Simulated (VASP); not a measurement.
# Sr (I4/mmm) in VASP: notebook

The runs below take Sr through single point, with PBEsol.

All numbers are computed with VASP 6.6.1; they aren't measurements. Logs are shortened: lines on timing, memory, paths and dates and some standing lists are left out, and cuts for length are marked.

### Step 1. The cell of the first run

It takes space group I4/mmm (No. 139, tetragonal). Conventional cell: a = 4.195 Å, b = 4.195 Å, c = 6.237 Å, α = 90.00°, β = 90.00°, γ = 90.00°. Sr (site symmetry 4/mmm) has 12 Sr at 4.19 to 4.30 Å within 5.5 Å.

### Step 2. Single point, PBEsol (strain -0.025 along x and y, +0.025 along z)

INCAR reads:

```
SYSTEM = Sr
ALGO     = Normal         ! electronic algorithm
EDIFF    = 1E-6           ! SCF threshold, eV
ENCUT    = 520            ! plane-wave cutoff, eV
GGA      = PS             ! functional
ISIF     = 2              ! what is computed and relaxed
ISMEAR   = 0              ! smearing method
LASPH    = .TRUE.         ! aspherical terms in the spheres
LCHARG   = .TRUE.         ! write CHGCAR
LELF     = .TRUE.         ! ELF
LREAL    = .FALSE.        ! projectors in reciprocal space
LVHAR    = .TRUE.       
LWAVE    = .FALSE.        ! write WAVECAR
NBANDS   = 11             ! bands
NELM     = 100            ! most SCF steps
PREC     = Accurate       ! precision mode
SIGMA    = 0.03           ! smearing width, eV
```

KPOINTS reads:

```
k-points
0
G
  10 10 10
  0 0 0
```

POSCAR reads:

```
Sr
1.0
    0.0000000000      2.9662912500      3.1184087500
    2.9662912500      0.0000000000      3.1184087500
    2.9662912500      2.9662912500      0.0000000000
Sr
1
Direct
    0.0000000000      0.0000000000      0.0000000000
```

Potentials or basis: VASP PAW PBE potentials, release 64 (Sr_sv).

Launch:

```sh
$ cat potpaw_PBE.64/Sr_sv/POTCAR > POTCAR
$ mpirun -np 1 vasp_std > vasp.out
```

OUTCAR:

```text
SYSTEM = Sr
   EDIFF = 1E-6
   ENCUT = 520
   GGA = PS
   ISIF = 2
   ISMEAR = 0
   LASPH = .TRUE.
   LREAL = .FALSE.
   NELM = 100
   PREC = Accurate

 ion  position               nearest neighbor table
   1  0.000  0.000  0.000-

  LATTYP: Found a body centered tetragonal cell.
 ALAT       =     4.1949693157
 C/A-ratio  =     1.4867373348

  Lattice vectors:

 A1 = (  -2.9662912500,   0.0000000000,   3.1184087500)
 A2 = (   2.9662912500,   0.0000000000,   3.1184087500)
 A3 = (   0.0000000000,   2.9662912500,  -3.1184087500)

Analysis of symmetry for initial positions (statically):
=====================================================================
 Subroutine PRICEL returns:
 Original cell was already a primitive cell.

 Routine SETGRP: Setting up the symmetry group for a
 body centered tetragonal supercell.

 Subroutine GETGRP returns: Found 16 space group operations
 (whereof 16 operations were pure point group operations)
 out of a pool of 16 trial point group operations.

The static configuration has the point symmetry D_4h.

Analysis of symmetry for dynamics (positions and initial velocities):
=====================================================================
 Subroutine PRICEL returns:
 Original cell was already a primitive cell.

 Routine SETGRP: Setting up the symmetry group for a
 body centered tetragonal supercell.

 Subroutine GETGRP returns: Found 16 space group operations
 (whereof 16 operations were pure point group operations)
 out of a pool of 16 trial point group operations.

The dynamic configuration has the point symmetry D_4h.

 Subroutine INISYM returns: Found 16 space group operations
 (whereof 16 operations are pure point group operations),
 and found     1 'primitive' translations

----------------------------------------------------------------------------------------

                                     Primitive cell

  volume of cell :      54.8770

  direct lattice vectors                    reciprocal lattice vectors
     0.000000000  2.966291250  3.118408750    -0.168560656  0.168560656  0.160338185
     2.966291250  0.000000000  3.118408750     0.168560656 -0.168560656  0.160338185
     2.966291250  2.966291250  0.000000000     0.168560656  0.168560656 -0.160338185

  length of vectors
     4.303876963  4.303876963  4.194969316     0.287286831  0.287286831  0.287286831

  position of ions in fractional coordinates (direct lattice)
     0.000000000  0.000000000  0.000000000

  ion indices of the primitive-cell ions
   primitive index   ion index
                 1           1

----------------------------------------------------------------------------------------

 KPOINTS: k-points

Automatic generation of k-mesh.
 Grid dimensions read from file:
 generate k-points for:   10   10   10

 Generating k-lattice:

  Cartesian coordinates                     Fractional coordinates (reciprocal lattice)
    -0.016856066  0.016856066  0.016033819     0.100000000 -0.000000000  0.000000000
     0.016856066 -0.016856066  0.016033819    -0.000000000  0.100000000  0.000000000
     0.016856066  0.016856066 -0.016033819     0.000000000  0.000000000  0.100000000

  Length of vectors
     0.028728683  0.028728683  0.028728683

  Shift w.r.t. Gamma in fractional coordinates (k-lattice)
     0.000000000  0.000000000  0.000000000

 Subroutine IBZKPT returns following result:
 ===========================================

 Found    102 irreducible k-points:

 Following reciprocal coordinates:
            Coordinates               Weight
  0.000000  0.000000  0.000000      1.000000
  0.100000  0.000000  0.000000      8.000000
  0.200000  0.000000  0.000000      8.000000
  0.300000  0.000000  0.000000      8.000000
  0.400000  0.000000  0.000000      8.000000
  0.500000  0.000000  0.000000      4.000000
[... 16 lines left out ...]
  0.300000  0.300000  0.000000      2.000000
  0.400000  0.300000  0.000000      8.000000
 [... further k-points ...]
   k-points           NKPTS =    102   k-points in BZ     NKDIM =    102   number of bands    NBANDS=     11
   number of dos      NEDOS =    301   number of ions     NIONS =      1
   total plane-waves  NPLWV =  32768
   dimension x,y,z NGX =    32 NGY =   32 NGZ =   32
   dimension x,y,z NGXF=    64 NGYF=   64 NGZF=   64
   ions per type =               1
   NGX,Y,Z   is equivalent  to a cutoff of  12.36, 12.36, 12.68 a.u.
   NGXF,Y,Z  is equivalent  to a cutoff of  24.72, 24.72, 25.36 a.u.
 SYSTEM =  Sr
   PREC   = accura    normal or accurate (medium, high low for compatibility)
   ISTART =      0    job   : 0-new  1-cont  2-samecut
   ICHARG =      2    charge: 1-file 2-atom 10-const
   ISPIN  =      1    spin polarized calculation?
   LNONCOLLINEAR =      F non collinear calculations
   LSORBIT =      F    spin-orbit coupling
   LASPH  =      T    aspherical Exc in radial PAW
   ENCUT  =  520.0 eV  38.22 Ry    6.18 a.u.   8.00  8.00  7.80*2*pi/ulx,y,z
   NELM   =    100;   NELMIN=  2; NELMDL= -5     # of ELM steps
   EDIFF  = 0.1E-05   stopping-criterion for ELM
   LREAL  =      F    real-space projection
   EDIFFG = 0.1E-04   stopping-criterion for IOM
   NSW    =      0    number of steps for IOM
   IBRION =     -1    ionic relax: 0-MD 1-quasi-New 2-CG
   NFREE  =      0    steps in history (QN), initial steepest desc. (CG)
   ISIF   =      2    stress and relaxation
   ISYM   =      2    0-nonsym 1-usesym 2-fastsym
   POTIM  = 0.5000    time-step for ionic-motion
   TEBEG  =    0.0;   TEEND  =   0.0 temperature during run
   PSTRESS=    0.0 pullay stress
   NELECT =      10.0000    total number of electrons
   NUPDOWN=      -1.0000    fix difference up-down
   EMIN   =  10.00;   EMAX   =-10.00  energy-range for DOS
   EFERMI =   0.00;   METHOD = LEGACY
   ISMEAR =     0;   SIGMA  =   0.03  broadening in eV -4-tet -1-fermi 0-gaus
   EFERMI_NEDOS =   21; number of points for ismear=-14 and -15
   IALGO  =     38    algorithm
   IMIX   =      4    mixing-type and parameters
     AMIX     =   0.40;   BMIX     =  1.00
     AMIX_MAG =   1.60;   BMIX_MAG =  1.00
  volume/ion in A,a.u.               =      54.88       370.33
  Fermi-wavevector in a.u.,A,eV,Ry     =   0.928135  1.753921 11.720537  0.861435
  Thomas-Fermi vector in A             =   2.054280
   LORBIT       =      0    0 simple, 1 ext, 2 COOP (PROOUT), +10 PAW based schemes
   GGA     = PS    functional components
   LHFCALC =     F    Hartree Fock is set to
   AEXX    =    0.0000 exact exchange contribution
   IVDW    =     0    specifies the selected vdW correction
   LEPSILON=     F    determine dielectric tensor
   LRPA    =     F    only Hartree local field effects (RPA)
 non-spin polarized calculation
 Gauss-broadening in eV      SIGMA  =   0.03
  energy-cutoff  :      520.00
  volume of cell :       54.88
 maximum number of plane-waves:      1496
   NGX = 15   NGY = 15   NGZ = 15

 number of electron      10.0000000 magnetization

 Free energy of the ion-electron system (eV)
  ---------------------------------------------------
  ext. energy  EPLUGINS =         0.00000000
  ---------------------------------------------------
  free energy    TOTEN  =        -1.83122930 eV

  energy without entropy =       -1.83014405  energy(sigma->0) =       -1.83068668

 E-fermi :   1.5366     XC(G=0):  -7.4375

 val. band max:        1.5343629058   @ k =  -0.4000   0.1000   0.2000
 cond. band min:       1.5463345025   @ k =  -0.3000   0.4000   0.2000
 fundamental gap:      0.0119715967
 Fermi energy:         1.5365994247

 k-point     1 :       0.0000    0.0000    0.0000
  band No.  band energies     occupation
      1     -35.0300      2.00000
      2     -16.9344      2.00000
      3     -16.9289      2.00000
      4     -16.9289      2.00000
      5      -2.1585      2.00000
      6       3.6663      0.00000
      7       3.9374      0.00000
      8       3.9374      0.00000
      9       5.0793      0.00000
     10       5.5247      0.00000
     11       8.6441      0.00000

 k-point     2 :       0.1000    0.0000    0.0000
  band No.  band energies     occupation
      1     -35.0286      2.00000
      2     -16.9506      2.00000
      3     -16.9358      2.00000
      4     -16.9309      2.00000
      5      -1.9971      2.00000
      6       3.5616      0.00000
      7       3.8630      0.00000
      8       4.0158      0.00000
      9       5.0070      0.00000
     10       5.4075      0.00000
     11       9.0452      0.00000

 k-point     3 :       0.2000    0.0000    0.0000
  band No.  band energies     occupation
      1     -35.0250      2.00000
      2     -17.0014      2.00000
      3     -16.9446      2.00000
      4     -16.9359      2.00000
      5      -1.5354      2.00000
      6       3.0585      0.00000
      7       3.8898      0.00000
      8       4.1476      0.00000
      9       5.0221      0.00000
     10       5.2710      0.00000
     11       8.7757      0.00000

 k-point     4 :       0.3000    0.0000    0.0000
  band No.  band energies     occupation
      1     -35.0206      2.00000
      2     -17.0635      2.00000
      3     -16.9553      2.00000
      4     -16.9422      2.00000
      5      -0.8458      2.00000
      6       2.4695      0.00000
      7       3.7586      0.00000
      8       4.0846      0.00000
      9       5.4420      0.00000
     10       5.5110      0.00000
     11       7.9394      0.00000

 k-point     5 :       0.4000    0.0000    0.0000
  band No.  band energies     occupation
      1     -35.0170      2.00000
      2     -17.1129      2.00000
      3     -16.9638      2.00000
      4     -16.9473      2.00000
      5      -0.0782      2.00000
      6       1.9152      0.00000
      7       3.5884      0.00000
      8       3.9226      0.00000
      9       6.0081      0.00000
     10       6.0792      0.00000
     11       7.3595      0.00000
[... 211 lines left out ...]
 k-point    21 :      -0.3000    0.2000    0.0000
  band No.  band energies     occupation
      1     -35.0156      2.00000
      2     -17.0923      2.00000
      3     -17.0068      2.00000
      4     -16.9492      2.00000
      5       0.2162      2.00000
      6       2.0939      0.00000
      7       2.8466      0.00000
      8       4.3126      0.00000
      9       5.3374      0.00000
     10       6.7641      0.00000
     11       7.2226      0.00000

 k-point    22 :      -0.2000    0.2000    0.0000
  band No.  band energies     occupation
      1     -35.0188      2.00000
      2     -17.0647      2.00000
      3     -16.9863      2.00000
      4     -16.9407      2.00000
      5      -0.5518      2.00000
      6       2.4648      0.00000
      7       3.2492      0.00000
      8       4.4837      0.00000
      9       4.7864      0.00000
     10       6.1746      0.00000
     11       8.1597      0.00000

 k-point    23 :       0.3000    0.3000    0.0000
  band No.  band energies     occupation
      1     -35.0190      2.00000
      2     -17.0563      2.00000
      3     -16.9695      2.00000
      4     -16.9695      2.00000
      5      -0.5390      2.00000
      6       2.3679      0.00000
      7       3.0299      0.00000
      8       4.9740      0.00000
      9       4.9740      0.00000
     10       6.0642      0.00000
     11       9.4924      0.00000

 k-point    24 :       0.4000    0.3000    0.0000
  band No.  band energies     occupation
      1     -35.0164      2.00000
      2     -17.0810      2.00000
      3     -16.9855      2.00000
      4     -16.9761      2.00000
      5       0.0114      2.00000
      6       2.1743      0.00000
      7       2.6776      0.00000
      8       5.1302      0.00000
      9       5.4459      0.00000
     10       6.3095      0.00000
     11       7.8442      0.00000

 [... further k-points ...]
[... 5 lines left out ...]
  --------------------------------------------------------------------------------------
  -------------------------------------------------------------------------------------
  Total       -0.2027566     -0.2027566     -0.2853758      0.0000000     -0.0000000      0.0000000
  in kB       -5.9196355     -5.9196355     -8.3317671      0.0000000     -0.0000000      0.0000000
  external PRESSURE =      -6.7236794 kB  Pullay stress =       0.0000000 kB

 VOLUME and BASIS-vectors are now :
 -----------------------------------------------------------------------------
  energy-cutoff  :      520.00
  volume of cell :       54.88
      direct lattice vectors                 reciprocal lattice vectors
     0.000000000  2.966291250  3.118408750    -0.168560656  0.168560656  0.160338185
     2.966291250  0.000000000  3.118408750     0.168560656 -0.168560656  0.160338185
     2.966291250  2.966291250  0.000000000     0.168560656  0.168560656 -0.160338185

 POSITION                                       TOTAL-FORCE (eV/Angst)
 -----------------------------------------------------------------------------------
      0.00000      0.00000      0.00000        -0.000000      0.000000      0.000000
 -----------------------------------------------------------------------------------
    total drift:                                0.000000      0.000000      0.000000

  FREE ENERGIE OF THE ION-ELECTRON SYSTEM (eV)
  ---------------------------------------------------
  free  energy   TOTEN  =        -1.8312293039 eV

  energy  without entropy=       -1.8301440520  energy(sigma->0) =       -1.83068668
```

Wall time 13 s (1 thread of Intel Xeon 6975P-C (Granite Rapids), shared host); peak memory 0.21 GiB.

What came out:

```yaml
Free_energy: -1.8312 eV
Pressure: -0.7 GPa
Band_gap_on_the_k_mesh: zero (bands 5 and 6 overlap by 0.03 eV)
```

Caveat: the cell differs from its parent crystal (strain -0.025 along x and y, +0.025 along z); the PAW data sets were made with another functional, which shifts forces and pressure a little.

[end of part 1 of 3]

The gap in the log of VASP goes by the Fermi energy; the results here count the filled bands.